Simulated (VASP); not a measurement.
A run of VASP 6.6.1 is set up as follows.

INCAR

```
PREC = Accurate
ENCUT = 520
EDIFF = 1E-6
ISMEAR = 0
SIGMA = 0.01
LREAL = F
LASPH = T
NELM = 60
ALGO = Normal
ISIF = 2
LWAVE = F
LCHARG = T
LELF = T
LVHAR = T
NBANDS = 16
```

File KPOINTS:

```
regular mesh
0
Gamma
  6 6 4
```

File POSCAR:

```
MgS
1.0
    3.9240282752      0.0000000000      0.0000000000
   -1.9620141376      3.3983080289      0.0000000000
    0.0000000000      0.0000000000      6.2559772714
Mg S
2 2
Direct
    0.6666666667      0.3333333333      0.4957550000
    0.3333333333      0.6666666667      0.9957550000
    0.3333333333      0.6666666667      0.3792440000
    0.6666666667      0.3333333333      0.8792440000
```

Potentials or basis: VASP PAW LDA potentials, release 64 (Mg, S).

Run with:

```console
$ cat potpaw_LDA.64/Mg/POTCAR potpaw_LDA.64/S/POTCAR > POTCAR
$ mpirun -np 1 vasp_std > vasp.out
```

Task: Estimate the largest force.

Result: 0.045 eV/Å.

Task: Predict the pressure.

Result: 2.9 GPa.

Forces in eV/Å, atoms in the order of the input:
```
Mg   0.000  0.000  0.045
Mg   0.000  0.000  0.045
S    0.000  0.000 -0.045
S    0.000  0.000 -0.045
```
